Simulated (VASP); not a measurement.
# C in VASP: notebook

C is run at these levels: LDA; tasks: single point, relaxation of cell and atoms.

All numbers are computed with VASP 6.6.1; they aren't measurements. Logs are shortened: lines on timing, memory, paths and dates and some standing lists are left out, and cuts for length are marked.

## Step 1: The cell of the first run

The typed cell holds 8 atoms: a = 4.175 Å, b = 4.175 Å, c = 4.175 Å, α = 109.47°, β = 109.47°, γ = 109.47°.

## Step 2: Single point, LDA (atoms moved at random)

INCAR

```
SYSTEM = C
  ALGO = Normal
  EDIFF = 1E-6
  ENCUT = 600
  GGA_COMPAT = .False.
  ISIF = 2
  ISMEAR = 0
  LASPH = .True.
  LCHARG = .False.
  LREAL = .False.
  LWAVE = .False.
  NBANDS = 26
  NELM = 120
  PREC = Accurate
  SIGMA = 0.05
```

KPOINTS

```
k-points
0
Gamma
  6 6 6
  0 0 0
```

POSCAR

```
C
1.0
   -2.4103983044      2.4103983044      2.4103983044
    2.4103983044     -2.4103983044      2.4103983044
    2.4103983044      2.4103983044     -2.4103983044
C
8
Direct
    0.3296304088     -0.0004368327      0.0006224378
    0.6780773152      0.6750395342      0.6733193416
    0.0070278435      0.3285264436      0.0050607884
    0.0002316358     -0.0093652374      0.3250462313
   -0.0022911707      0.6769808377     -0.0028944786
    0.3317471980      0.3339035476      0.3225794430
    0.6728237803     -0.0003915155      0.0018431090
   -0.0172470111     -0.0042567774      0.6744231275
```

Potentials or basis: VASP PAW LDA potentials, release 64 (C).

Command:

```sh
> cat potpaw_LDA.64/C/POTCAR > POTCAR
> mpirun -np 1 vasp_std > vasp.out
```

OUTCAR:

```text
SYSTEM = C
   EDIFF = 1E-6
   ENCUT = 600
   ISIF = 2
   ISMEAR = 0
   LASPH = .True.
   LREAL = .False.
   NELM = 120
   PREC = Accurate

 ion  position               nearest neighbor table
   1  0.330  1.000  0.001-   7 1.43   5 1.57   6 1.58   8 1.61
   2  0.678  0.675  0.673-   6 1.45   8 1.51   5 1.55   7 1.59
   3  0.007  0.329  0.005-   5 1.48   6 1.54   8 1.54   7 1.59
   4  0.000  0.991  0.325-   8 1.48   5 1.54   7 1.59   6 1.63
   5  0.998  0.677  0.997-   3 1.48   4 1.54   2 1.55   1 1.57
   6  0.332  0.334  0.323-   2 1.45   3 1.54   1 1.58   4 1.63
   7  0.673  1.000  0.002-   1 1.43   2 1.59   4 1.59   3 1.59
   8  0.983  0.996  0.674-   4 1.48   2 1.51   3 1.54   1 1.61

  LATTYP: Found a body centered cubic cell.
 ALAT       =     4.8207966088

  Lattice vectors:

 A1 = (  -2.4103983044,   2.4103983044,   2.4103983044)
 A2 = (   2.4103983044,  -2.4103983044,   2.4103983044)
 A3 = (   2.4103983044,   2.4103983044,  -2.4103983044)

Analysis of symmetry for initial positions (statically):
=====================================================================
 Subroutine PRICEL returns:
 Original cell was already a primitive cell.

 Routine SETGRP: Setting up the symmetry group for a
 body centered cubic supercell.

 Subroutine GETGRP returns: Found  1 space group operations
 (whereof  1 operations were pure point group operations)
 out of a pool of 48 trial point group operations.

The static configuration has the point symmetry C_1 .

Analysis of symmetry for dynamics (positions and initial velocities):
=====================================================================
 Subroutine PRICEL returns:
 Original cell was already a primitive cell.

 Routine SETGRP: Setting up the symmetry group for a
 body centered cubic supercell.

 Subroutine GETGRP returns: Found  1 space group operations
 (whereof  1 operations were pure point group operations)
 out of a pool of 48 trial point group operations.

The dynamic configuration has the point symmetry C_1 .

 Subroutine INISYM returns: Found  1 space group operations
 (whereof  1 operations are pure point group operations),
 and found     1 'primitive' translations

----------------------------------------------------------------------------------------

                                     Primitive cell

  volume of cell :      56.0178

  direct lattice vectors                    reciprocal lattice vectors
    -2.410398304  2.410398304  2.410398304     0.000000000  0.207434597  0.207434597
     2.410398304 -2.410398304  2.410398304     0.207434597  0.000000000  0.207434597
     2.410398304  2.410398304 -2.410398304     0.207434597  0.207434597  0.000000000

  length of vectors
     4.174932330  4.174932330  4.174932330     0.293356820  0.293356820  0.293356820

  position of ions in fractional coordinates (direct lattice)
     0.329630409  0.999563167  0.000622438
     0.678077315  0.675039534  0.673319342
     0.007027843  0.328526444  0.005060788
     0.000231636  0.990634763  0.325046231
     0.997708829  0.676980838  0.997105521
     0.331747198  0.333903548  0.322579443
     0.672823780  0.999608485  0.001843109
     0.982752989  0.995743223  0.674423127

  ion indices of the primitive-cell ions
   primitive index   ion index
                 1           1
                 2           2
                 3           3
                 4           4
                 5           5
                 6           6
                 7           7
                 8           8

----------------------------------------------------------------------------------------

 KPOINTS: k-points

Automatic generation of k-mesh.
 Grid dimensions read from file:
 generate k-points for:    6    6    6

 Generating k-lattice:

  Cartesian coordinates                     Fractional coordinates (reciprocal lattice)
     0.000000000  0.034572433  0.034572433     0.166666667  0.000000000  0.000000000
     0.034572433  0.000000000  0.034572433     0.000000000  0.166666667  0.000000000
     0.034572433  0.034572433  0.000000000     0.000000000  0.000000000  0.166666667

  Length of vectors
     0.048892803  0.048892803  0.048892803

  Shift w.r.t. Gamma in fractional coordinates (k-lattice)
     0.000000000  0.000000000  0.000000000

 Subroutine IBZKPT returns following result:
 ===========================================

 Found    112 irreducible k-points:

 Following reciprocal coordinates:
            Coordinates               Weight
  0.000000  0.000000  0.000000      1.000000
  0.166667  0.000000  0.000000      2.000000
  0.000000  0.166667  0.000000      2.000000
  0.000000  0.000000  0.166667      2.000000
  0.166667  0.000000 -0.166667      2.000000
  0.166667 -0.166667  0.000000      2.000000
[... 16 lines left out ...]
  0.333333  0.000000 -0.166667      2.000000
  0.333333 -0.166667  0.000000      2.000000
 [... further k-points ...]
[... 35 lines left out ...]
   IALGO  =     38    algorithm
   IMIX   =      4    mixing-type and parameters
     AMIX     =   0.40;   BMIX     =  1.00
     AMIX_MAG =   1.60;   BMIX_MAG =  1.00
  volume/ion in A,a.u.               =       7.00        47.25
  Fermi-wavevector in a.u.,A,eV,Ry     =   1.358364  2.566935 25.104810  1.845151
  Thomas-Fermi vector in A             =   2.485203
   LORBIT       =      0    0 simple, 1 ext, 2 COOP (PROOUT), +10 PAW based schemes
   GGA     = CA    functional components
   LHFCALC =     F    Hartree Fock is set to
   AEXX    =    0.0000 exact exchange contribution
   IVDW    =     0    specifies the selected vdW correction
   LEPSILON=     F    determine dielectric tensor
   LRPA    =     F    only Hartree local field effects (RPA)
 non-spin polarized calculation
 Gauss-broadening in eV      SIGMA  =   0.05
  energy-cutoff  :      600.00
  volume of cell :       56.02
 maximum number of plane-waves:      1878
 NGX is ok and might be reduce to    36
   NGX = 17   NGY = 17   NGZ = 17

 number of electron      31.9999999 magnetization

 Free energy of the ion-electron system (eV)
  ---------------------------------------------------
  ext. energy  EPLUGINS =         0.00000000
  ---------------------------------------------------
  free energy    TOTEN  =       -75.07701768 eV

  energy without entropy =      -75.07701768  energy(sigma->0) =      -75.07701768

 E-fermi :   7.4664     XC(G=0): -12.0139

 val. band max:        7.2320994726   @ k =   0.5000   0.5000   0.5000
 cond. band min:       9.6893922109   @ k =   0.1667   0.1667   0.5000
 fundamental gap:      2.4572927382
 Fermi energy:         7.4664424540

 k-point     1 :       0.0000    0.0000    0.0000
  band No.  band energies     occupation
      1     -14.1580      2.00000
      2      -6.1380      2.00000
      3      -6.0308      2.00000
      4      -5.7118      2.00000
      5      -5.0608      2.00000
      6      -4.9934      2.00000
[... 18 lines left out ...]
     25      18.0343      0.00000
     26      18.4435      0.00000

 k-point     2 :       0.1667    0.0000    0.0000
  band No.  band energies     occupation
      1     -13.9859      2.00000
      2      -7.4805      2.00000
      3      -6.6754      2.00000
      4      -6.0051      2.00000
      5      -4.8663      2.00000
      6      -4.7824      2.00000
[... 18 lines left out ...]
     25      17.9627      0.00000
     26      18.2235      0.00000

 k-point     3 :       0.0000    0.1667    0.0000
  band No.  band energies     occupation
      1     -13.9842      2.00000
      2      -7.5120      2.00000
      3      -6.7416      2.00000
      4      -5.6813      2.00000
      5      -5.1758      2.00000
      6      -4.8177      2.00000
[... 572 lines left out ...]
 k-point    23 :       0.3333    0.0000   -0.1667
  band No.  band energies     occupation
      1     -13.6900      2.00000
      2      -8.4055      2.00000
      3      -7.3900      2.00000
      4      -6.5160      2.00000
      5      -4.9930      2.00000
      6      -3.8041      2.00000
[... 18 lines left out ...]
     25      17.7331      0.00000
     26      18.1827      0.00000

 k-point    24 :       0.3333   -0.1667    0.0000
  band No.  band energies     occupation
      1     -13.6870      2.00000
      2      -8.4119      2.00000
      3      -7.4904      2.00000
      4      -6.3978      2.00000
      5      -4.9648      2.00000
      6      -3.7490      2.00000
[... 18 lines left out ...]
     25      17.8604      0.00000
     26      18.1528      0.00000

 [... further k-points ...]

------------------------ aborting loop because EDIFF is reached ----------------------------------------

  FORCE on cell =-STRESS in cart. coord.  units (eV):
  Direction    XX          YY          ZZ          XY          YZ          ZX
  --------------------------------------------------------------------------------------
  -------------------------------------------------------------------------------------
  Total        1.0433553      0.2862258      0.1975710     -0.0227069      0.1802985      0.0629466
  in kB       29.8412072      8.1863993      5.6507674     -0.6494456      5.1567532      1.8003469
  external PRESSURE =      14.5594580 kB  Pullay stress =       0.0000000 kB

 VOLUME and BASIS-vectors are now :
 -----------------------------------------------------------------------------
  energy-cutoff  :      600.00
  volume of cell :       56.02
      direct lattice vectors                 reciprocal lattice vectors
    -2.410398304  2.410398304  2.410398304     0.000000000  0.207434597  0.207434597
     2.410398304 -2.410398304  2.410398304     0.207434597  0.000000000  0.207434597
     2.410398304  2.410398304 -2.410398304     0.207434597  0.207434597  0.000000000

 POSITION                                       TOTAL-FORCE (eV/Angst)
 -----------------------------------------------------------------------------------
      1.61631     -1.61330      3.20239         0.792422     -0.985465     -0.589417
      1.61565      1.63029      1.63858         0.602831     -0.292431     -0.844254
      0.78714     -0.76274      0.79662         0.464095     -1.213467     -0.291275
      3.17076     -1.60378      1.60489         1.234456     -0.783009      0.611243
      1.63034      3.17650      1.63325        -0.745487      1.245510     -0.452230
      0.78274      0.77235      0.82694        -0.250386      0.658994     -1.509846
      0.79212     -0.78324      4.02679        -0.568822      0.528522      0.656372
      1.65694      1.59432      3.14334        -1.529109      0.841346      2.419407
 -----------------------------------------------------------------------------------
    total drift:                                0.000115      0.000069     -0.000201

  FREE ENERGIE OF THE ION-ELECTRON SYSTEM (eV)
  ---------------------------------------------------
  free  energy   TOTEN  =       -75.0770176841 eV

  energy  without entropy=      -75.0770176841  energy(sigma->0) =      -75.07701768
```

Run time: 5.1 min. Hardware: 1 thread of Oxide Virtual Turin-like, shared host; peak memory 0.21 GiB.

Results:

```
Free energy            : -75.0770 eV
Pressure               : 1.5 GPa
Largest force          : 2.983 eV/Å
Band gap on the k mesh : 2.46 eV (least direct gap 3.41 eV)
```

Forces on the atoms (eV/Å):
```
C    0.792 -0.985 -0.589
C    0.603 -0.292 -0.844
C    0.464 -1.213 -0.291
C    1.234 -0.783  0.611
C   -0.745  1.246 -0.452
C   -0.250  0.659 -1.510
C   -0.569  0.529  0.656
C   -1.529  0.841  2.419
```

Stress tensor (GPa, compression positive):
```
 2.98 -0.06  0.18
-0.06  0.82  0.52
 0.18  0.52  0.57
```

Levels at points of the mesh, in eV from the valence-band top:
```
           k point  band 14  band 15  band 16  band 17  band 18  band 19
(0.00, 0.00, 0.00)    -0.83    -0.79    -0.41     3.55     3.69     3.82
(0.50, 0.00, 0.00)    -3.29    -2.60    -2.27     3.47     5.16     5.51
(0.00, 0.50, 0.00)    -3.32    -2.90    -2.46     3.34     4.75     5.26
(0.00, 0.00, 0.50)    -3.46    -2.66    -2.47     3.45     4.86     5.46
(0.50, 0.00, 0.50)    -3.44    -2.56    -2.35     3.59     5.22     5.53
(0.50, 0.50, 0.00)    -3.42    -2.61    -2.53     3.52     5.05     5.54
(0.00, 0.50, 0.50)    -3.38    -2.97    -2.50     3.34     4.94     5.22
(0.50, 0.50, 0.50)    -0.75    -0.31     0.00     3.41     5.20     5.42
```

Caveat: the cell differs from its parent crystal (atoms moved at random); forces of over 1 eV/Å act on the atoms, so gaps and moduli don't describe the material at rest.

## Step 3: Single point, LDA

INCAR

```
SYSTEM = C
PREC = Accurate
ENCUT = 600
EDIFF = 1E-6
ISMEAR = 0
SIGMA = 0.05
LREAL = .FALSE.
LASPH = .TRUE.
NELM = 120
ALGO = Normal
ISIF = 2
LWAVE = .FALSE.
LCHARG = .TRUE.
GGA = CA
LELF = .TRUE.
LVHAR = .TRUE.
NBANDS = 26
GGA_COMPAT = .FALSE.
```

KPOINTS

```
regular mesh
0
G
  6 6 6
  0 0 0
```

POSCAR

```
C
1.0
   -2.4105510088      2.4102978771      2.4102111846
    2.4105892792     -2.4103246755      2.4102762533
    2.4105899621      2.4103636287     -2.4102379830
C
8
Direct
    0.3254922539      0.0000202633      0.0000166869
    0.6745134373      0.6745250637      0.6745305095
    0.0000053802      0.3254719777     -0.0000128074
   -0.0000064351     -0.0000151831      0.3254649497
   -0.0000085090      0.6745301038      0.0000149413
    0.3254757685      0.3254682881      0.3254656120
    0.6745139642     -0.0000179433     -0.0000202968
    0.0000141398      0.0000174300      0.6745404047
```

Potentials or basis: VASP PAW LDA potentials, release 64 (C).

Command:

```sh
> cat potpaw_LDA.64/C/POTCAR > POTCAR
> mpirun -np 1 vasp_std > vasp.out
```

Run time: 3.7 min. Hardware: 1 thread of Oxide Virtual Turin-like, shared host; peak memory 0.22 GiB.

The run converged. Its results:

* Free energy: -75.2985 eV
* Pressure: 0.6 GPa
* Largest force: 0.043 eV/Å
* Band gap on the k mesh: 2.90 eV (least direct gap 3.82 eV)

Forces on the atoms (eV/Å):
```
C   -0.023  0.023  0.023
C   -0.024 -0.024 -0.023
C    0.024 -0.024  0.024
C    0.024  0.024 -0.024
C   -0.025  0.024 -0.023
C    0.024  0.025  0.025
C    0.024 -0.023 -0.024
C   -0.024 -0.025  0.024
```

Levels at points of the mesh, in eV from the valence-band top:
| k point | band 13 | band 14 | band 15 | band 16 | band 17 | band 18 | band 19 | band 20 |
| --- | --- | --- | --- | --- | --- | --- | --- | --- |
| (0.00, 0.00, 0.00) | -5.35 | -0.34 | -0.34 | -0.33 | 4.09 | 4.09 | 4.09 | 7.85 |
| (0.50, 0.00, 0.00) | -3.16 | -3.09 | -2.36 | -2.17 | 3.87 | 5.51 | 5.82 | 6.41 |
| (0.00, 0.50, 0.50) | -3.16 | -3.09 | -2.36 | -2.17 | 3.87 | 5.51 | 5.82 | 6.41 |
| (0.00, 0.50, 0.00) | -3.16 | -3.09 | -2.37 | -2.17 | 3.87 | 5.51 | 5.82 | 6.42 |
| (0.50, 0.00, 0.50) | -3.16 | -3.09 | -2.36 | -2.17 | 3.87 | 5.51 | 5.82 | 6.42 |
| (0.50, 0.50, 0.00) | -3.16 | -3.09 | -2.36 | -2.17 | 3.87 | 5.51 | 5.82 | 6.42 |
| (0.00, 0.00, 0.50) | -3.16 | -3.09 | -2.37 | -2.17 | 3.87 | 5.51 | 5.82 | 6.42 |
| (0.50, 0.50, 0.50) | -6.11 | 0.00 | 0.00 | 0.00 | 3.82 | 5.88 | 5.88 | 5.88 |

## Step 4: Relaxation of cell and atoms, LDA

INCAR

```
  ALGO = Normal
  EDIFF = 1E-7
  EDIFFG = -0.01
  ENCUT = 600
  GGA = CA
  GGA_COMPAT = False
  IBRION = 2
  ISIF = 3
  ISMEAR = 0
  LASPH = True
  LCHARG = False
  LREAL = False
  LWAVE = False
  NELM = 120
  NELMIN = 4
  NSW = 100
  PREC = Accurate
  SIGMA = 0.05
```

KPOINTS

```
k-points
0
Gamma
  6 6 6
```

POSCAR

```
C
1.0
   -2.4103983044      2.4103983044      2.4103983044
    2.4103983044     -2.4103983044      2.4103983044
    2.4103983044      2.4103983044     -2.4103983044
C
8
Direct
    0.3296304088     -0.0004368327      0.0006224378
    0.6780773152      0.6750395342      0.6733193416
    0.0070278435      0.3285264436      0.0050607884
    0.0002316358     -0.0093652374      0.3250462313
   -0.0022911707      0.6769808377     -0.0028944786
    0.3317471980      0.3339035476      0.3225794430
    0.6728237803     -0.0003915155      0.0018431090
   -0.0172470111     -0.0042567774      0.6744231275
```

Command:

```sh
> cat potpaw_LDA.64/C/POTCAR > POTCAR
> mpirun -np 1 vasp_std > vasp.out
```

Wall time 29 min (1 thread of Oxide Virtual Turin-like, shared host); peak memory 0.21 GiB.

The run converged. Its results:

```
Free energy                           : -75.2986 eV
Relaxed volume                        : 7.01 Å³/atom
Relaxed cell                          : a = 4.177 Å, b = 4.177 Å, c = 4.177 Å, α = 109.42°, β = 109.49°, γ = 109.50°
Space group after relaxing (to 0.1 Å) : Im-3m (No. 229)
Energy gained by relaxing             : 27.7 meV/atom
Ionic steps                           : 10
Pressure after relaxing               : 0.0 GPa
Largest force after relaxing          : 0.009 eV/Å
Band gap on the k mesh                : 2.89 eV (least direct gap 3.82 eV)
```

Forces in eV/Å, atoms in the order of the input:
```
C   -0.001 -0.002 -0.001
C    0.002 -0.003 -0.004
C   -0.003  0.000 -0.007
C    0.002  0.008 -0.002
C    0.002 -0.003  0.007
C   -0.002  0.003  0.002
C    0.001  0.003  0.000
C   -0.001 -0.006  0.005
```

Stress tensor (GPa, compression positive):
```
-0.17  0.00  0.01
 0.00  0.07  0.00
 0.01  0.00  0.11
```

Step by step:
| step | energy change (eV) | largest force (eV/Å) | pressure (GPa) | volume (Å³) |
| --- | --- | --- | --- | --- |
| 1 | 0.0000 | 2.9831 | 1.45 | 56.02 |
| 2 | 0.3957 | 4.3321 | -0.15 | 56.53 |
| 3 | -0.1922 | 0.7595 | -0.72 | 56.20 |
| 4 | -0.1648 | 1.4862 | 1.32 | 56.04 |
| 5 | -0.2197 | 0.2027 | -0.05 | 56.13 |
| 6 | -0.2183 | 0.4131 | -0.34 | 56.11 |
| 7 | -0.2212 | 0.1002 | -0.18 | 56.12 |
| 8 | -0.2215 | 0.0795 | 0.16 | 56.08 |
| 9 | -0.2216 | 0.0221 | 0.05 | 56.09 |
| 10 | -0.2216 | 0.0087 | 0.00 | 56.10 |

Final structure:
```yaml
crystal:
  lattice:
    - [-2.41301, 2.41116, 2.41064]
    - [2.41298, -2.41116, 2.41061]
    - [2.41302, 2.41117, -2.41064]
  atoms:
    - { symbol: C, position: [0.32564, 0.00012, 0.00011] }
    - { symbol: C, position: [0.67441, 0.67446, 0.67449] }
    - { symbol: C, position: [0.00007, 0.32558, 0.99993] }
    - { symbol: C, position: [0.99993, 0.99988, 0.32547] }
    - { symbol: C, position: [0.99996, 0.67444, 0.00010] }
    - { symbol: C, position: [0.32561, 0.32555, 0.32552] }
    - { symbol: C, position: [0.67436, 0.99988, 0.99988] }
    - { symbol: C, position: [0.00004, 0.00009, 0.67451] }
```

Levels at points of the mesh, in eV from the valence-band top:
```csv
k point,band 12,band 13,band 14,band 15,band 16,band 17,band 18,band 19,band 20,band 21
"(0.00, 0.00, 0.00)",-5.34,-5.34,-0.35,-0.34,-0.34,4.06,4.08,4.09,7.84,8.61
"(0.50, 0.00, 0.00)",-4.57,-3.16,-3.10,-2.36,-2.18,3.87,5.48,5.81,6.38,7.07
"(0.00, 0.50, 0.00)",-4.57,-3.16,-3.09,-2.37,-2.18,3.86,5.49,5.81,6.40,7.06
"(0.00, 0.00, 0.50)",-4.57,-3.16,-3.09,-2.37,-2.18,3.86,5.50,5.81,6.40,7.07
"(0.50, 0.00, 0.50)",-4.57,-3.16,-3.09,-2.37,-2.18,3.86,5.49,5.81,6.40,7.06
"(0.50, 0.50, 0.00)",-4.57,-3.16,-3.09,-2.37,-2.18,3.86,5.50,5.81,6.40,7.06
"(0.00, 0.50, 0.50)",-4.57,-3.16,-3.10,-2.36,-2.18,3.87,5.48,5.81,6.38,7.07
"(0.50, 0.50, 0.50)",-6.11,-6.11,0.00,0.00,0.00,3.82,5.86,5.86,5.87,8.46
```

A k mesh can miss the band edges.

## Step 5: Summary

```tsv
task	cell	gap on the mesh (eV)	pressure (GPa)	largest force (eV/Å)
single point	a = 4.175 Å, angles 109.5°, 8 atoms, atomic positions A	2.46	1.5	2.98
single point	a = 4.175 Å, angles 109.5°, 8 atoms, atomic positions B	2.90	0.6	0.04
relaxation of cell and atoms	relaxed from a = 4.175 Å, angles 109.5°, 8 atoms, atomic positions A	2.89	0.0	0.01
```

Alike in all rows: level LDA; potentials or basis VASP PAW LDA potentials, release 64 (C); no spin polarisation; k mesh 6 × 6 × 6; cutoff (eV) 600; smearing gaussian 0.05 eV.

Caveats: forces of over 1 eV/Å act on the atoms, so gaps and moduli don't describe the material at rest (at least some runs).

Absolute energies hang on the potentials; compare differences alone.
